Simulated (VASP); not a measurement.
Input of a VASP 6.6.1 run:

The input INCAR:

```
SYSTEM = GdO
PREC = Accurate
ENCUT = 520
EDIFF = 1E-6
ISMEAR = -1
SIGMA = 0.05
LREAL = .FALSE.
LASPH = .TRUE.
NELM = 150
ALGO = Normal
ISIF = 2
LWAVE = .FALSE.
LCHARG = .TRUE.
ISPIN = 2
MAGMOM = 7 0
LORBIT = 11
LMAXMIX = 6
GGA = PE
LELF = .TRUE.
LVHAR = .TRUE.
NBANDS = 23
```

File KPOINTS:

```
regular mesh
0
G
  9 9 9
  0 0 0
```

File POSCAR:

```
GdO
1.0
    2.8386839587      0.0000000000      0.0000000000
    0.0000000000      2.8386839587      0.0000000000
    0.0000000000      0.0000000000      2.8386839587
Gd O
1 1
Direct
    0.0000000000      0.0000000000      0.0000000000
    0.5000000000      0.5000000000      0.5000000000
```

Potentials or basis: VASP PAW PBE potentials, release 64 (Gd, O).

Run with:

```sh
$ cat potpaw_PBE.64/Gd/POTCAR potpaw_PBE.64/O/POTCAR > POTCAR
$ mpirun -np 1 vasp_std > vasp.out
```

Question: Predict the net moment.

Answer: 6.99 μB per cell.

Question: Estimate the site moments.

Answer: Gd +6.72; O +0.00 μB.

Question: Estimate the pressure.

Answer: 36.4 GPa.

Caveat: a cell with one magnetic atom can't hold antiferromagnetic order, which such compounds often take. The state reached can hang on the start; a lower one may exist.
